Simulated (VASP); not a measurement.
A run of VASP 6.6.1:

File INCAR:

```
  PREC = Accurate
  ENCUT = 520
  EDIFF = 1E-6
  ISMEAR = -1
  SIGMA = 0.05
  LREAL = F
  LASPH = T
  NELM = 80
  ALGO = Normal
  ISIF = 2
  LWAVE = F
  LCHARG = T
  GGA = PE
  LELF = T
  LVHAR = T
  NBANDS = 16
```

The input KPOINTS:

```
regular mesh
0
Gamma
  13 13 13
```

POSCAR

```
InAs
1.0
    0.0000000000      3.0290000000      2.9987100000
    3.0290000000      0.0000000000      2.9987100000
    3.0290000000      3.0290000000      0.0000000000
In As
1 1
Direct
    0.0000000000      0.0000000000      0.0000000000
    0.2500000000      0.2500000000      0.2500000000
```

Potentials or basis: VASP PAW PBE potentials, release 64 (In_d, As).

The run is started by

```sh
$ cat potpaw_PBE.64/In_d/POTCAR potpaw_PBE.64/As/POTCAR > POTCAR
$ mpirun -np 1 vasp_std > vasp.out
```

Hardware: 1 thread of Intel Xeon 8259CL (shared host).

Problem. Estimate the wall time of this run.

Solution. It took 3 min on 1 thread of Intel Xeon 8259CL, on a shared host, peak memory 0.31 GiB. Counts: scf iterations 12, k points 196.
